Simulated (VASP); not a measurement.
# Tl (P6_3/mmc) in VASP: further runs

The runs below take Tl through single point, with PBEsol.

Program: VASP 6.6.1. These are calculated values, not measurements. Logs are shortened: lines on timing, memory, paths and dates and some standing lists are left out, and cuts for length are marked.

## 1. The cell of the first run

Symmetry: P6_3/mmc, No. 194, hexagonal system. Conventional cell: a = 3.359 Å, b = 3.359 Å, c = 5.368 Å, α = 90.00°, β = 90.00°, γ = 120.00°. Tl (site symmetry -6m2) has 12 Tl at 3.31 to 3.36 Å within 4.4 Å.

## 2. Single point, PBEsol

The input, INCAR:

```
SYSTEM = Tl
PREC     = Accurate       ! precision mode
ENCUT    = 520            ! plane-wave cutoff, eV
EDIFF    = 1E-7           ! SCF threshold, eV
ISMEAR   = -1             ! smearing method
SIGMA    = 0.1            ! smearing width, eV
LREAL    = .False.        ! projectors in reciprocal space
LASPH    = .True.         ! aspherical terms in the spheres
NELM     = 80             ! most SCF steps
ALGO     = Normal         ! electronic algorithm
ISIF     = 2              ! what is computed and relaxed
LWAVE    = .False.        ! write WAVECAR
LCHARG   = .True.         ! write CHGCAR
GGA      = PS             ! functional
LELF     = .True.         ! ELF
LVHAR    = .True.       
NBANDS   = 20             ! bands
```

The input, KPOINTS:

```
Automatic mesh
0
Gamma
  16 16 10
  0 0 0
```

The input, POSCAR:

```
Tl
1.0
    3.3588391341      0.0000000000      0.0000000000
   -1.6794195670      2.9088400173      0.0000000000
    0.0000000000      0.0000000000      5.3678784811
Tl
2
Direct
    0.3333333333      0.6666666667      0.2500000000
    0.6666666667      0.3333333333      0.7500000000
```

Potentials or basis: VASP PAW PBE potentials, release 64 (Tl_d).

Launch:

```
$ cat potpaw_PBE.64/Tl_d/POTCAR > POTCAR
$ mpirun -np 1 vasp_std > vasp.out
```

OUTCAR:

```text
SYSTEM = Tl
   PREC = Accurate
   ENCUT = 520
   EDIFF = 1E-7
   ISMEAR = -1
   LREAL = .False.
   LASPH = .True.
   NELM = 80
   ISIF = 2
   GGA = PS

 ion  position               nearest neighbor table
   1  0.333  0.667  0.250-   2 3.31   2 3.31   2 3.31   2 3.31   2 3.31   2 3.31
   2  0.667  0.333  0.750-   1 3.31   1 3.31   1 3.31   1 3.31   1 3.31   1 3.31

  LATTYP: Found a hexagonal cell.
 ALAT       =     3.3588391341
 C/A-ratio  =     1.5981350302

  Lattice vectors:

 A1 = (   3.3588391341,   0.0000000000,   0.0000000000)
 A2 = (  -1.6794195670,   2.9088400173,   0.0000000000)
 A3 = (   0.0000000000,   0.0000000000,   5.3678784811)

Analysis of symmetry for initial positions (statically):
=====================================================================
 Subroutine PRICEL returns:
 Original cell was already a primitive cell.

 Routine SETGRP: Setting up the symmetry group for a
 hexagonal supercell.

 Subroutine GETGRP returns: Found 24 space group operations
 (whereof 12 operations were pure point group operations)
 out of a pool of 24 trial point group operations.

The static configuration has the point symmetry D_3d.
 The point group associated with its full space group is D_6h.

Analysis of symmetry for dynamics (positions and initial velocities):
=====================================================================
 Subroutine PRICEL returns:
 Original cell was already a primitive cell.

 Routine SETGRP: Setting up the symmetry group for a
 hexagonal supercell.

 Subroutine GETGRP returns: Found 24 space group operations
 (whereof 12 operations were pure point group operations)
 out of a pool of 24 trial point group operations.

The dynamic configuration has the point symmetry D_3d.
 The point group associated with its full space group is D_6h.

 Subroutine INISYM returns: Found 24 space group operations
 (whereof 12 operations are pure point group operations),
 and found     1 'primitive' translations

----------------------------------------------------------------------------------------

                                     Primitive cell

  volume of cell :      52.4459

  direct lattice vectors                    reciprocal lattice vectors
     3.358839134  0.000000000  0.000000000     0.297721909  0.171889824  0.000000000
    -1.679419567  2.908840017  0.000000000     0.000000000  0.343779649  0.000000000
     0.000000000  0.000000000  5.367878481     0.000000000  0.000000000  0.186293338

  length of vectors
[... 80 lines left out ...]
   ENCUT  =  520.0 eV  38.22 Ry    6.18 a.u.   6.25  6.25  9.98*2*pi/ulx,y,z
   NELM   =     80;   NELMIN=  2; NELMDL= -5     # of ELM steps
   EDIFF  = 0.1E-06   stopping-criterion for ELM
   LREAL  =      F    real-space projection
   EDIFFG = 0.1E-05   stopping-criterion for IOM
   NSW    =      0    number of steps for IOM
   IBRION =     -1    ionic relax: 0-MD 1-quasi-New 2-CG
   NFREE  =      0    steps in history (QN), initial steepest desc. (CG)
   ISIF   =      2    stress and relaxation
   ISYM   =      2    0-nonsym 1-usesym 2-fastsym
   POTIM  = 0.5000    time-step for ionic-motion
   TEBEG  =    0.0;   TEEND  =   0.0 temperature during run
   PSTRESS=    0.0 pullay stress
   NELECT =      26.0000    total number of electrons
   NUPDOWN=      -1.0000    fix difference up-down
   EMIN   =  10.00;   EMAX   =-10.00  energy-range for DOS
   EFERMI =   0.00;   METHOD = LEGACY
   ISMEAR =    -1;   SIGMA  =   0.10  broadening in eV -4-tet -1-fermi 0-gaus
   EFERMI_NEDOS =   21; number of points for ismear=-14 and -15
   IALGO  =     38    algorithm
   IMIX   =      4    mixing-type and parameters
     AMIX     =   0.40;   BMIX     =  1.00
     AMIX_MAG =   1.60;   BMIX_MAG =  1.00
  volume/ion in A,a.u.               =      26.22       176.96
  Fermi-wavevector in a.u.,A,eV,Ry     =   1.295673  2.448467 22.841029  1.678768
  Thomas-Fermi vector in A             =   2.427178
   LORBIT       =      0    0 simple, 1 ext, 2 COOP (PROOUT), +10 PAW based schemes
   GGA     = PS    functional components
   LHFCALC =     F    Hartree Fock is set to
   AEXX    =    0.0000 exact exchange contribution
   IVDW    =     0    specifies the selected vdW correction
   LEPSILON=     F    determine dielectric tensor
   LRPA    =     F    only Hartree local field effects (RPA)
 non-spin polarized calculation
  energy-cutoff  :      520.00
  volume of cell :       52.45
 maximum number of plane-waves:      1442
 NGX is ok and might be reduce to    28
   NGX = 13   NGY = 13   NGZ = 19

 number of electron      26.0000004 magnetization

 Free energy of the ion-electron system (eV)
  ---------------------------------------------------
  ext. energy  EPLUGINS =         0.00000000
  ---------------------------------------------------
  free energy    TOTEN  =        -5.22265676 eV

  energy without entropy =       -5.19791570  energy(sigma->0) =       -5.21028623

 E-fermi :   7.3558     XC(G=0): -10.8074

 val. band max:        7.3483512463   @ k =   0.3125   0.3125   0.2000
 cond. band min:       7.3617424221   @ k =   0.1875   0.1250   0.2000
 fundamental gap:      0.0133911758
 Fermi energy:         7.3558386461

 k-point     1 :       0.0000    0.0000    0.0000
  band No.  band energies     occupation
      1      -4.6365      2.00000
      2      -4.3050      2.00000
      3      -4.2821      2.00000
      4      -4.2821      2.00000
      5      -4.2127      2.00000
      6      -4.2127      2.00000
[... 541 lines left out ...]
     19      15.7228      0.00000
     20      19.8335      0.00000

 [... further k-points ...]

------------------------ aborting loop because EDIFF is reached ----------------------------------------

  FORCE on cell =-STRESS in cart. coord.  units (eV):
  Direction    XX          YY          ZZ          XY          YZ          ZX
  --------------------------------------------------------------------------------------
  -------------------------------------------------------------------------------------
  Total        1.2817715      1.2817715      1.2831682      0.0000000     -0.0000000      0.0000000
  in kB       39.1570055     39.1570055     39.1996739      0.0000000     -0.0000000      0.0000000
  external PRESSURE =      39.1712283 kB  Pullay stress =       0.0000000 kB

 VOLUME and BASIS-vectors are now :
 -----------------------------------------------------------------------------
  energy-cutoff  :      520.00
  volume of cell :       52.45
      direct lattice vectors                 reciprocal lattice vectors
     3.358839134  0.000000000  0.000000000     0.297721909  0.171889824  0.000000000
    -1.679419567  2.908840017  0.000000000     0.000000000  0.343779649  0.000000000
     0.000000000  0.000000000  5.367878481     0.000000000  0.000000000  0.186293338

 POSITION                                       TOTAL-FORCE (eV/Angst)
 -----------------------------------------------------------------------------------
     -0.00000      1.93923      1.34197         0.000000     -0.000000      0.000000
      1.67942      0.96961      4.02591        -0.000000      0.000000      0.000000
 -----------------------------------------------------------------------------------
    total drift:                               -0.000000      0.000000     -0.000000

  FREE ENERGIE OF THE ION-ELECTRON SYSTEM (eV)
  ---------------------------------------------------
  free  energy   TOTEN  =        -5.2226567628 eV

  energy  without entropy=       -5.1979156957  energy(sigma->0) =       -5.21028623
```

OSZICAR:

```text
N       E                     dE             d eps       ncg     rms          rms(c)
DAV:   1     0.132417220285E+03    0.13242E+03   -0.14347E+04  7208   0.125E+03
DAV:   2    -0.275986249234E+01   -0.13518E+03   -0.13259E+03  7840   0.281E+02
DAV:   3    -0.530013390638E+01   -0.25403E+01   -0.25316E+01  8312   0.341E+01
DAV:   4    -0.531446694944E+01   -0.14333E-01   -0.14332E-01  7684   0.279E+00
DAV:   5    -0.531464173013E+01   -0.17478E-03   -0.17478E-03  7972   0.310E-01    0.409E+00
DAV:   6    -0.523770701992E+01    0.76935E-01   -0.12572E-01  7584   0.289E+00    0.279E+00
DAV:   7    -0.522395942472E+01    0.13748E-01   -0.54387E-02  7688   0.188E+00    0.899E-01
DAV:   8    -0.522265251890E+01    0.13069E-02   -0.50824E-03  7568   0.549E-01    0.566E-02
DAV:   9    -0.522265500511E+01   -0.24862E-05   -0.28601E-05  8064   0.454E-02    0.138E-02
DAV:  10    -0.522265662110E+01   -0.16160E-05   -0.26227E-06  7896   0.142E-02    0.179E-03
DAV:  11    -0.522265675101E+01   -0.12991E-06   -0.47661E-07  7668   0.515E-03    0.691E-04
DAV:  12    -0.522265676281E+01   -0.11795E-07   -0.24627E-08  3952   0.138E-03
   1 F= -.52226568E+01 E0= -.52102862E+01  d E =-.247411E-01
```

Wall time 3.9 min (1 thread of Oxide Virtual Turin-like, shared host); peak memory 0.26 GiB.

Results:

* Free energy: -5.2227 eV
* Pressure: 3.9 GPa
* Band gap on the k mesh: zero (band 13 reaches 11.19 eV, above the bottom of band 14 at 4.74 eV)

Levels at points of the mesh, in eV from the Fermi level:
| k point | band 10 | band 11 | band 12 | band 13 | band 14 | band 15 | band 16 | band 17 |
| --- | --- | --- | --- | --- | --- | --- | --- | --- |
| (0.00, 0.00, 0.00) | -11.07 | -10.71 | -5.08 | -3.26 | 8.54 | 8.54 | 10.42 | 10.81 |
| (0.50, 0.00, 0.00) | -11.00 | -5.89 | -4.88 | -0.59 | 0.47 | 1.32 | 3.98 | 3.99 |
| (0.00, 0.00, 0.50) | -11.20 | -9.13 | -9.13 | 3.64 | 3.64 | 9.59 | 9.59 | 9.59 |
| (0.50, 0.00, 0.50) | -11.03 | -4.69 | -4.69 | -2.62 | -2.62 | 5.86 | 5.86 | 6.59 |

Caveat: the PAW data sets were made with another functional, which shifts forces and pressure a little; spin-orbit coupling is left out, which moves the levels of the heavy elements.

## 3. Single point, PBEsol

This run uses another cell than the first one, of 27.26 Å³/atom, 1.039 times its volume.

The input, INCAR:

```
ALGO = Normal
EDIFF = 1E-6
ENCUT = 520
GGA = PS
ISIF = 2
ISMEAR = -1
LASPH = True
LCHARG = False
LREAL = False
LWAVE = False
NBANDS = 20
NELM = 80
PREC = Accurate
SIGMA = 0.1
```

The input, KPOINTS:

```
k-points
0
Gamma
  16 16 10
```

The input, POSCAR:

```
Tl
1.0
    3.4063532373      0.0000000000      0.0000000000
   -1.7031766187      2.9499884378      0.0000000000
    0.0000000000      0.0000000000      5.4248432865
Tl
2
Direct
    0.3333333333      0.6666666667      0.2500000000
    0.6666666667      0.3333333333      0.7500000000
```

Potentials or basis: VASP PAW PBE potentials, release 64 (Tl_d).

Launch:

```
$ cat potpaw_PBE.64/Tl_d/POTCAR > POTCAR
$ mpirun -np 1 vasp_std > vasp.out
```

Run time: 2.3 min. Hardware: 1 thread of Oxide Virtual Turin-like, shared host; peak memory 0.26 GiB.

It converged, with:

```yaml
Free_energy: -5.2611 eV
Pressure: 1.9 GPa
Band_gap_on_the_k_mesh: zero (band 13 reaches 10.62 eV, above the bottom of band 14 at 4.44 eV)
```

Levels at points of the mesh, in eV from the Fermi level:
| k point | band 11 | band 12 | band 13 | band 14 | band 15 | band 16 |
| --- | --- | --- | --- | --- | --- | --- |
| (0.00, 0.00, 0.00) | -10.42 | -5.06 | -3.07 | 8.23 | 8.23 | 10.33 |
| (0.50, 0.00, 0.00) | -5.86 | -4.81 | -0.63 | 0.50 | 1.33 | 3.90 |
| (0.00, 0.00, 0.50) | -8.89 | -8.89 | 3.56 | 3.56 | 9.26 | 9.26 |
| (0.50, 0.00, 0.50) | -4.71 | -4.71 | -2.47 | -2.47 | 5.70 | 5.70 |

Caveat: the PAW data sets were made with another functional, which shifts forces and pressure a little; spin-orbit coupling is left out, which moves the levels of the heavy elements.

## 4. Single point, PBEsol

This run uses another cell than the first one, of 27.88 Å³/atom, 1.063 times its volume.

The input, INCAR:

```
  ALGO = Normal
  EDIFF = 1E-6
  ENCUT = 520
  GGA = PS
  ISIF = 2
  ISMEAR = -1
  LASPH = True
  LCHARG = False
  LREAL = False
  LWAVE = False
  NBANDS = 20
  NELM = 80
  PREC = Accurate
  SIGMA = 0.1
```

KPOINTS is that of step 3.

The input, POSCAR:

```
Tl
1.0
    3.4368153207      0.0000000000      0.0000000000
   -1.7184076603      2.9763693758      0.0000000000
    0.0000000000      0.0000000000      5.4518070739
Tl
2
Direct
    0.3333333333      0.6666666667      0.2500000000
    0.6666666667      0.3333333333      0.7500000000
```

Launch:

```
$ cat potpaw_PBE.64/Tl_d/POTCAR > POTCAR
$ mpirun -np 1 vasp_std > vasp.out
```

Wall time 2.3 min (1 thread of Oxide Virtual Turin-like, shared host); peak memory 0.26 GiB.

The run converged. Its results:

```yaml
Free_energy: -5.2730 eV
Pressure: 0.9 GPa
Band_gap_on_the_k_mesh: zero (band 13 reaches 10.32 eV, above the bottom of band 14 at 4.26 eV)
```

Levels at points of the mesh, in eV from the Fermi level:
```tsv
k point	band 9	band 10	band 11	band 12	band 13	band 14	band 15	band 16	band 17	band 18
(0.00, 0.00, 0.00)	-11.04	-11.04	-10.25	-5.03	-2.95	8.04	8.04	10.20	10.20	10.26
(0.50, 0.00, 0.00)	-10.99	-10.98	-5.85	-4.78	-0.64	0.54	1.33	3.83	3.86	8.23
(0.00, 0.00, 0.50)	-11.16	-11.16	-8.75	-8.75	3.54	3.54	9.05	9.05	9.05	9.05
(0.50, 0.00, 0.50)	-11.01	-11.01	-4.73	-4.73	-2.39	-2.39	5.59	5.59	6.32	6.32
```

Caveat: the PAW data sets were made with another functional, which shifts forces and pressure a little; spin-orbit coupling is left out, which moves the levels of the heavy elements.

## 5. The runs side by side

| cell | gap on the mesh (eV) | pressure (GPa) |
| --- | --- | --- |
| a = 3.359, b = 3.359, c = 5.368 Å, angles 90.0, 90.0, 120.0°, 2 atoms | none | 3.9 |
| a = 3.406, b = 3.406, c = 5.425 Å, angles 90.0, 90.0, 120.0°, 2 atoms | none | 1.9 |
| a = 3.437, b = 3.437, c = 5.452 Å, angles 90.0, 90.0, 120.0°, 2 atoms | none | 0.9 |

Alike in all rows: task single point; level PBEsol; potentials or basis VASP PAW PBE potentials, release 64 (Tl_d); no spin polarisation; k mesh 16 × 16 × 10; cutoff (eV) 520; smearing fermi-dirac 0.1 eV.

Caveats: the PAW data sets were made with another functional, which shifts forces and pressure a little; spin-orbit coupling is left out, which moves the levels of the heavy elements.

Total energies depend on the potentials used, so only differences within one code and one set of settings carry meaning.
